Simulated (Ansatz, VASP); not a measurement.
# Two plane-wave programs on Nb4C

```
Nb C
1.0
     0.00000    3.71667    3.71667
     3.71667    0.00000    3.71667
     3.71667    3.71667    0.00000
Nb C
4 1
Direct
  0.62163 0.13510 0.62163
  0.62163 0.62163 0.62163
  0.13510 0.62163 0.62163
  0.62163 0.62163 0.13510
  0.00000 0.00000 0.00000
```

Alike in both runs: task relaxation of cell and atoms; functional PBE; k mesh 10 × 10 × 10; occupations gaussian, width 0.1 eV; no spin polarisation.

```csv
,VASP,Ansatz
version,VASP 6.6.1,Ansatz 0.2.0
potentials or method,"VASP PAW PBE potentials, release 64 (Nb_sv, C), cutoff 600 eV","scalar-relativistic, plane waves, PAW"
valence electrons in the cell,56,56
```

|  | VASP | Ansatz | Ansatz less VASP |
| --- | --- | --- | --- |
| gap on the k mesh at the Fermi level, each at its own relaxed structure (eV) | none | none | - |
| relaxed volume (Å³/atom) | 20.56 | 20.57 | +0.010 |
| relaxed cell length with the largest relative difference (Å) | 5.258 | 5.259 | +0.0008 |

A gap of «none» marks a metal or a gap that the smearing closes.
